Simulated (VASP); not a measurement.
# Ti6S in VASP: further runs

Ti6S is run at these levels: PBE; tasks: single point.

Everything below comes from runs of VASP 6.6.1. Logs are shortened: lines on timing, memory, paths and dates and some standing lists are left out, and cuts for length are marked.

## Step 1: The cell of the first run

The cell holds a slab with vacuum, 7 atoms: a = 2.832 Å, b = 4.579 Å, c = 22.051 Å, α = 90.00°, β = 90.00°, γ = 90.00°.

## Step 2: Single point, PBE

INCAR reads:

```
SYSTEM = Ti6S
  ALGO = Normal
  DIPOL = 0.5 0.5 0.358
  EDIFF = 1E-6
  ENCUT = 520
  GGA = PE
  IDIPOL = 3
  ISIF = 2
  ISMEAR = 0
  LASPH = .TRUE.
  LCHARG = .FALSE.
  LDIPOL = .TRUE.
  LREAL = .FALSE.
  LWAVE = .FALSE.
  NBANDS = 48
  NELM = 80
  PREC = Accurate
  SIGMA = 0.1
```

KPOINTS reads:

```
k-points
0
G
  9 6 1
  0 0 0
```

POSCAR reads:

```
Ti6S
1.0
    2.8319727860      0.0000000000      0.0000000000
    0.0000000000      4.5793473380      0.0000000000
    0.0000000000      0.0000000000     22.0506909065
Ti S
6 1
Direct
    0.5000000000      0.0000000000      0.1814002118
    0.0000000000      0.5000000000      0.2413504290
    0.5000000000      0.0000000000      0.3013006462
    0.5000000000      0.5000000000      0.3625816208
    0.0000000000      0.0000000000      0.4208167734
    0.5000000000      0.5000000000      0.4784743912
    0.6666666667      1.0000000000      0.5169651914
```

Potentials or basis: VASP PAW PBE potentials, release 64 (Ti_sv, S).

Command:

```
> cat potpaw_PBE.64/Ti_sv/POTCAR potpaw_PBE.64/S/POTCAR > POTCAR
> mpirun -np 1 vasp_std > vasp.out
```

OUTCAR:

```text
SYSTEM = Ti6S
   EDIFF = 1E-6
   ENCUT = 520
   GGA = PE
   ISIF = 2
   ISMEAR = 0
   LASPH = .TRUE.
   LREAL = .FALSE.
   NELM = 80
   PREC = Accurate

 ion  position               nearest neighbor table
   1  0.500  0.000  0.181-   3 2.64
   2  0.000  0.500  0.241-
   3  0.500  0.000  0.301-   1 2.64   4 2.66   4 2.66
   4  0.500  0.500  0.363-   6 2.56   3 2.66   3 2.66
   5  0.000  0.000  0.421-   7 2.32   7 2.84
   6  0.500  0.500  0.478-   7 2.49   7 2.49   4 2.56
   7  0.667  0.000  0.517-   5 2.32   6 2.49   6 2.49   5 2.84

  LATTYP: Found a simple orthorhombic cell.
 ALAT       =     2.8319727860
 B/A-ratio  =     1.6170167173
 C/A-ratio  =     7.7863357358

  Lattice vectors:

 A1 = (   2.8319727860,   0.0000000000,   0.0000000000)
 A2 = (   0.0000000000,   4.5793473380,   0.0000000000)
 A3 = (   0.0000000000,   0.0000000000,  22.0506909065)

Analysis of symmetry for initial positions (statically):
=====================================================================
 Subroutine PRICEL returns:
 Original cell was already a primitive cell.

 Routine SETGRP: Setting up the symmetry group for a
 simple orthorhombic supercell.

 Subroutine GETGRP returns: Found  2 space group operations
 (whereof  2 operations were pure point group operations)
 out of a pool of  8 trial point group operations.

The static configuration has the point symmetry C_1h.

Analysis of symmetry for dynamics (positions and initial velocities):
=====================================================================
 Subroutine PRICEL returns:
 Original cell was already a primitive cell.

 Routine SETGRP: Setting up the symmetry group for a
 simple orthorhombic supercell.

 Subroutine GETGRP returns: Found  2 space group operations
 (whereof  2 operations were pure point group operations)
 out of a pool of  8 trial point group operations.

The dynamic configuration has the point symmetry C_1h.

 Subroutine INISYM returns: Found  2 space group operations
 (whereof  2 operations are pure point group operations),
 and found     1 'primitive' translations

----------------------------------------------------------------------------------------

                                     Primitive cell

  volume of cell :     285.9663

  direct lattice vectors                    reciprocal lattice vectors
     2.831972786  0.000000000  0.000000000     0.353110738  0.000000000  0.000000000
     0.000000000  4.579347338  0.000000000     0.000000000  0.218371730  0.000000000
     0.000000000  0.000000000 22.050690907     0.000000000  0.000000000  0.045350053

  length of vectors
     2.831972786  4.579347338 22.050690907     0.353110738  0.218371730  0.045350053

  position of ions in fractional coordinates (direct lattice)
     0.500000000  0.000000000  0.181400212
     0.000000000  0.500000000  0.241350429
     0.500000000  0.000000000  0.301300646
     0.500000000  0.500000000  0.362581621
     0.000000000  0.000000000  0.420816773
     0.500000000  0.500000000  0.478474391
     0.666666667  0.000000000  0.516965191

  ion indices of the primitive-cell ions
   primitive index   ion index
                 1           1
                 2           2
                 3           3
                 4           4
                 5           5
                 6           6
                 7           7

----------------------------------------------------------------------------------------

 KPOINTS: k-points

Automatic generation of k-mesh.
 Grid dimensions read from file:
 generate k-points for:    9    6    1

 Generating k-lattice:

  Cartesian coordinates                     Fractional coordinates (reciprocal lattice)
     0.039234526  0.000000000  0.000000000     0.111111111  0.000000000  0.000000000
     0.000000000  0.036395288  0.000000000     0.000000000  0.166666667  0.000000000
     0.000000000  0.000000000  0.045350053     0.000000000  0.000000000  1.000000000

  Length of vectors
     0.039234526  0.036395288  0.045350053

  Shift w.r.t. Gamma in fractional coordinates (k-lattice)
     0.000000000  0.000000000  0.000000000

 Subroutine IBZKPT returns following result:
 ===========================================

 Found     20 irreducible k-points:

 Following reciprocal coordinates:
            Coordinates               Weight
  0.000000  0.000000  0.000000      1.000000
  0.111111  0.000000  0.000000      2.000000
  0.222222  0.000000  0.000000      2.000000
  0.333333  0.000000  0.000000      2.000000
  0.444444  0.000000  0.000000      2.000000
  0.000000  0.166667  0.000000      2.000000
[... 12 lines left out ...]
  0.333333  0.500000  0.000000      2.000000
  0.444444  0.500000  0.000000      2.000000
   k-points           NKPTS =     20   k-points in BZ     NKDIM =     20   number of bands    NBANDS=     48
   number of dos      NEDOS =    301   number of ions     NIONS =      7
   total plane-waves  NPLWV = 145152
   dimension x,y,z NGX =    24 NGY =   36 NGZ =  168
   dimension x,y,z NGXF=    48 NGYF=   72 NGZF=  336
   ions per type =               6   1
   NGX,Y,Z   is equivalent  to a cutoff of  14.09, 13.07, 12.67 a.u.
   NGXF,Y,Z  is equivalent  to a cutoff of  28.18, 26.14, 25.33 a.u.
 SYSTEM =  Ti6S
   PREC   = accura    normal or accurate (medium, high low for compatibility)
   ISTART =      0    job   : 0-new  1-cont  2-samecut
   ICHARG =      2    charge: 1-file 2-atom 10-const
   ISPIN  =      1    spin polarized calculation?
   LNONCOLLINEAR =      F non collinear calculations
   LSORBIT =      F    spin-orbit coupling
   LASPH  =      T    aspherical Exc in radial PAW
   ENCUT  =  520.0 eV  38.22 Ry    6.18 a.u.   5.27  8.51 41.00*2*pi/ulx,y,z
   NELM   =     80;   NELMIN=  2; NELMDL= -5     # of ELM steps
   EDIFF  = 0.1E-05   stopping-criterion for ELM
   LREAL  =      F    real-space projection
   EDIFFG = 0.1E-04   stopping-criterion for IOM
   NSW    =      0    number of steps for IOM
   IBRION =     -1    ionic relax: 0-MD 1-quasi-New 2-CG
   NFREE  =      0    steps in history (QN), initial steepest desc. (CG)
   ISIF   =      2    stress and relaxation
   ISYM   =      2    0-nonsym 1-usesym 2-fastsym
   POTIM  = 0.5000    time-step for ionic-motion
   TEBEG  =    0.0;   TEEND  =   0.0 temperature during run
   PSTRESS=    0.0 pullay stress
   NELECT =      78.0000    total number of electrons
   NUPDOWN=      -1.0000    fix difference up-down
   EMIN   =  10.00;   EMAX   =-10.00  energy-range for DOS
   EFERMI =   0.00;   METHOD = LEGACY
   ISMEAR =     0;   SIGMA  =   0.10  broadening in eV -4-tet -1-fermi 0-gaus
   EFERMI_NEDOS =   21; number of points for ismear=-14 and -15
   IALGO  =     38    algorithm
   IMIX   =      4    mixing-type and parameters
     AMIX     =   0.40;   BMIX     =  1.00
     AMIX_MAG =   1.60;   BMIX_MAG =  1.00
  volume/ion in A,a.u.               =      40.85       275.69
  Fermi-wavevector in a.u.,A,eV,Ry     =   1.061699  2.006320 15.336552  1.127205
  Thomas-Fermi vector in A             =   2.197124
   LORBIT       =      0    0 simple, 1 ext, 2 COOP (PROOUT), +10 PAW based schemes
   GGA     = PE    functional components
   LHFCALC =     F    Hartree Fock is set to
   AEXX    =    0.0000 exact exchange contribution
   IVDW    =     0    specifies the selected vdW correction
   LEPSILON=     F    determine dielectric tensor
   LRPA    =     F    only Hartree local field effects (RPA)
 non-spin polarized calculation
 Gauss-broadening in eV      SIGMA  =   0.10
  energy-cutoff  :      520.00
  volume of cell :      285.97
 maximum number of plane-waves:      7748
 NGX is ok and might be reduce to    24
   NGX = 11   NGY = 17   NGZ = 81

 dipolmoment           0.000000      0.000000     -0.003909 electrons x Angstroem

 number of electron      77.9999998 magnetization

 dipolmoment           0.000000      0.000000      0.040337 electrons x Angstroem

 Free energy of the ion-electron system (eV)
  ---------------------------------------------------
  ext. energy  EPLUGINS =         0.00000000
  ---------------------------------------------------
  free energy    TOTEN  =       -50.43757919 eV

  energy without entropy =      -50.38793942  energy(sigma->0) =      -50.41275930

 E-fermi :   1.4344     XC(G=0):  -5.5601

 val. band max:        1.4329745436   @ k =   0.1111   0.3333   0.0000
 cond. band min:       1.4367802509   @ k =   0.1111   0.5000   0.0000
 fundamental gap:      0.0038057073
 Fermi energy:         1.4344007467

 k-point     1 :       0.0000    0.0000    0.0000
  band No.  band energies     occupation
      1     -55.5426      2.00000
      2     -55.5359      2.00000
      3     -55.4386      2.00000
      4     -55.4262      2.00000
      5     -55.1979      2.00000
      6     -55.0924      2.00000
[... 40 lines left out ...]
     47       2.8126      0.00000
     48       2.8793      0.00000

 k-point     2 :       0.1111    0.0000    0.0000
  band No.  band energies     occupation
      1     -55.5348      2.00000
      2     -55.5287      2.00000
      3     -55.4331      2.00000
      4     -55.4207      2.00000
      5     -55.1921      2.00000
      6     -55.0863      2.00000
[... 40 lines left out ...]
     47       2.5280      0.00000
     48       2.7142      0.00000

 k-point     3 :       0.2222    0.0000    0.0000
  band No.  band energies     occupation
      1     -55.5151      2.00000
      2     -55.5101      2.00000
      3     -55.4190      2.00000
      4     -55.4067      2.00000
      5     -55.1775      2.00000
      6     -55.0708      2.00000
[... 40 lines left out ...]
     47       2.6900      0.00000
     48       2.7783      0.00000

 k-point     4 :       0.3333    0.0000    0.0000
  band No.  band energies     occupation
      1     -55.4924      2.00000
      2     -55.4887      2.00000
      3     -55.4032      2.00000
      4     -55.3910      2.00000
      5     -55.1608      2.00000
      6     -55.0532      2.00000
[... 754 lines left out ...]
     47       2.2274      0.00000
     48       2.6294      0.00000

 k-point    19 :       0.3333    0.5000    0.0000
  band No.  band energies     occupation
      1     -55.4890      2.00000
      2     -55.4861      2.00000
      3     -55.4051      2.00000
      4     -55.3934      2.00000
      5     -55.1154      2.00000
      6     -55.1005      2.00000
[... 40 lines left out ...]
     47       2.2978      0.00000
     48       2.7837      0.00000

 k-point    20 :       0.4444    0.5000    0.0000
  band No.  band energies     occupation
      1     -55.4767      2.00000
      2     -55.4742      2.00000
      3     -55.3931      2.00000
      4     -55.3810      2.00000
      5     -55.1035      2.00000
      6     -55.0886      2.00000
[... 40 lines left out ...]
     47       2.5889      0.00000
     48       2.6266      0.00000

------------------------ aborting loop because EDIFF is reached ----------------------------------------

 vacuum level on the upper side and lower side of the slab       (xc-potential included)         0.194        -0.378

  FORCE on cell =-STRESS in cart. coord.  units (eV):
  Direction    XX          YY          ZZ          XY          YZ          ZX
  --------------------------------------------------------------------------------------
  -------------------------------------------------------------------------------------
  Total        1.0509269     -4.0637266     -0.2289134      0.0000000      0.0000000     -1.3698010
  in kB        5.8880056    -22.7677546     -1.2825285      0.0000000      0.0000000     -7.6745547
  external PRESSURE =      -6.0540925 kB  Pullay stress =       0.0000000 kB

 VOLUME and BASIS-vectors are now :
 -----------------------------------------------------------------------------
  energy-cutoff  :      520.00
  volume of cell :      285.97
      direct lattice vectors                 reciprocal lattice vectors
     2.831972786  0.000000000  0.000000000     0.353110738  0.000000000  0.000000000
     0.000000000  4.579347338  0.000000000     0.000000000  0.218371730  0.000000000
     0.000000000  0.000000000 22.050690907     0.000000000  0.000000000  0.045350053

 POSITION                                       TOTAL-FORCE (eV/Angst)
 -----------------------------------------------------------------------------------
      1.41599      0.00000      4.00000        -0.008204      0.000000      0.374109
      0.00000      2.28967      5.32194         0.025387      0.000000      0.007454
      1.41599      0.00000      6.64389        -0.005491      0.000000     -0.378207
      1.41599      2.28967      7.99518        -0.025936      0.000000     -0.061675
      0.00000      0.00000      9.27930         0.545723      0.000000     -0.501736
      1.41599      2.28967     10.55069         0.275322      0.000000      0.525064
      1.88798      0.00000     11.39944        -0.806802      0.000000      0.034990
 -----------------------------------------------------------------------------------
    total drift:                               -0.000057      0.000000      0.000119

  FREE ENERGIE OF THE ION-ELECTRON SYSTEM (eV)
  ---------------------------------------------------
  free  energy   TOTEN  =       -50.4375791890 eV

  energy  without entropy=      -50.3879394198  energy(sigma->0) =      -50.41275930

 vacuum level on the upper side and lower side of the slab         5.334         4.699
```

Run time: 5 min. Hardware: 1 thread of Intel Xeon 6975P-C (Granite Rapids), shared host; peak memory 0.46 GiB.

Results:

- Free energy: -50.4376 eV
- Largest force: 0.808 eV/Å
- Band gap on the k mesh: zero (bands 39 and 40 overlap by 0.13 eV)

Forces on the atoms (eV/Å):
```
Ti  -0.008  0.000  0.374
Ti   0.025  0.000  0.007
Ti  -0.005  0.000 -0.378
Ti  -0.026  0.000 -0.062
Ti   0.546  0.000 -0.502
Ti   0.275  0.000  0.525
S   -0.807  0.000  0.035
```

Levels at points of the mesh, in eV from the Fermi level:
```tsv
k point	band 36	band 37	band 38	band 39	band 40	band 41	band 42	band 43
(0.00, 0.00, 0.00)	-0.59	-0.40	-0.15	0.01	0.10	0.25	0.28	0.72
(0.00, 0.50, 0.00)	-0.51	-0.42	-0.30	-0.08	0.02	0.10	0.26	0.44
```

## Step 3: Single point, PBE

INCAR reads:

```
SYSTEM = Ti6S
ALGO = Normal
DIPOL = 0.5 0.5 0.359
EDIFF = 1E-6
ENCUT = 520
GGA = PE
IDIPOL = 3
ISIF = 2
ISMEAR = 0
LASPH = .TRUE.
LCHARG = .FALSE.
LDIPOL = .TRUE.
LREAL = .FALSE.
LWAVE = .FALSE.
NBANDS = 48
NELM = 80
PREC = Accurate
SIGMA = 0.1
```

KPOINTS is that of step 2.

POSCAR: that of step 2 with these lines changed.

```diff
@@ -14,2 +14,2 @@
     0.5000000000      0.5000000000      0.4784743912
-    0.6666666667      1.0000000000      0.5169651914
+    1.0000000000      0.8000000000      0.5300317988
```

Potentials or basis: VASP PAW PBE potentials, release 64 (Ti_sv, S).

Command:

```
> cat potpaw_PBE.64/Ti_sv/POTCAR potpaw_PBE.64/S/POTCAR > POTCAR
> mpirun -np 1 vasp_std > vasp.out
```

OUTCAR:

```text
SYSTEM = Ti6S
   EDIFF = 1E-6
   ENCUT = 520
   GGA = PE
   ISIF = 2
   ISMEAR = 0
   LASPH = .TRUE.
   LREAL = .FALSE.
   NELM = 80
   PREC = Accurate

 ion  position               nearest neighbor table
   1  0.500  0.000  0.181-   3 2.64
   2  0.000  0.500  0.241-
   3  0.500  0.000  0.301-   1 2.64   4 2.66   4 2.66
   4  0.500  0.500  0.363-   6 2.56   3 2.66   3 2.66
   5  0.000  0.000  0.421-   7 2.58
   6  0.500  0.500  0.478-   7 2.28   7 2.28   4 2.56
   7  0.000  0.800  0.530-   6 2.28   6 2.28   5 2.58

[... 1230 lines left out ...]
  Total        4.8022284     -3.0847763     -0.4543416      0.0000000      1.6017440      0.0000000
  in kB       26.9053431    -17.2830107     -2.5455298      0.0000000      8.9740572      0.0000000
  external PRESSURE =       2.3589342 kB  Pullay stress =       0.0000000 kB

 VOLUME and BASIS-vectors are now :
 -----------------------------------------------------------------------------
  energy-cutoff  :      520.00
  volume of cell :      285.97
      direct lattice vectors                 reciprocal lattice vectors
     2.831972786  0.000000000  0.000000000     0.353110738  0.000000000  0.000000000
     0.000000000  4.579347338  0.000000000     0.000000000  0.218371730  0.000000000
     0.000000000  0.000000000 22.050690907     0.000000000  0.000000000  0.045350053

 POSITION                                       TOTAL-FORCE (eV/Angst)
 -----------------------------------------------------------------------------------
      1.41599      0.00000      4.00000         0.000000      0.004593      0.381924
      0.00000      2.28967      5.32194         0.000000      0.004075      0.030801
      1.41599      0.00000      6.64389         0.000000     -0.072820     -0.490497
      1.41599      2.28967      7.99518         0.000000      0.081315     -0.037644
      0.00000      0.00000      9.27930         0.000000     -0.368559     -0.166847
      1.41599      2.28967     10.55069         0.000000     -0.622588      0.264337
      0.00000      3.66348     11.68757         0.000000      0.973985      0.017927
 -----------------------------------------------------------------------------------
    total drift:                                0.000000     -0.000179      0.000006

  FREE ENERGIE OF THE ION-ELECTRON SYSTEM (eV)
  ---------------------------------------------------
  free  energy   TOTEN  =       -50.0251881381 eV

  energy  without entropy=      -49.9733146040  energy(sigma->0) =      -49.99925137

 vacuum level on the upper side and lower side of the slab         5.953         4.377
```

OSZICAR:

```text
N       E                     dE             d eps       ncg     rms          rms(c)
DAV:   1     0.993136342777E+03    0.99314E+03   -0.41752E+04  2152   0.165E+03
DAV:   2     0.860727343825E+02   -0.90706E+03   -0.88681E+03  1984   0.526E+02
DAV:   3    -0.341344398576E+02   -0.12021E+03   -0.11638E+03  3112   0.168E+02
[... 24 lines left out ...]
DAV:  28    -0.500251682665E+02   -0.25067E-04   -0.11585E-06  1520   0.484E-03    0.432E-03
DAV:  29    -0.500251770781E+02   -0.88116E-05   -0.39802E-07  1360   0.437E-03    0.277E-03
DAV:  30    -0.500251850276E+02   -0.79495E-05   -0.60309E-07  1392   0.380E-03    0.146E-03
DAV:  31    -0.500251875518E+02   -0.25242E-05   -0.22767E-07  1312   0.248E-03    0.700E-04
DAV:  32    -0.500251881381E+02   -0.58624E-06   -0.86869E-08  1248   0.140E-03
   1 F= -.50025188E+02 E0= -.49999251E+02  d E =-.518735E-01
```

stdout:

```text
POSCAR found type information on POSCAR TiS
 POSCAR found :  2 types and       7 ions
 scaLAPACK will be used
 LDA part: xc-table for (Slater+PW92), standard interpolation
 POSCAR, INCAR and KPOINTS ok, starting setup
 FFT: planning ... GRIDC
 FFT: planning ... GRID_SOFT
 FFT: planning ... GRID
 WAVECAR not read
 entering main loop
```

Wall time 4.6 min (1 thread of Intel Xeon 6975P-C (Granite Rapids), shared host); peak memory 0.46 GiB.

Results:

```yaml
Free_energy: -50.0252 eV
Largest_force: 0.974 eV/Å
Band_gap_on_the_k_mesh: zero (bands 39 and 40 overlap by 0.14 eV)
```

Forces in eV/Å, atoms in the order of the input:
```
Ti   0.000  0.005  0.382
Ti   0.000  0.004  0.031
Ti   0.000 -0.073 -0.490
Ti   0.000  0.081 -0.038
Ti   0.000 -0.369 -0.167
Ti   0.000 -0.623  0.264
S    0.000  0.974  0.018
```

The gap in the log of VASP goes by the Fermi energy; the results here count the filled bands.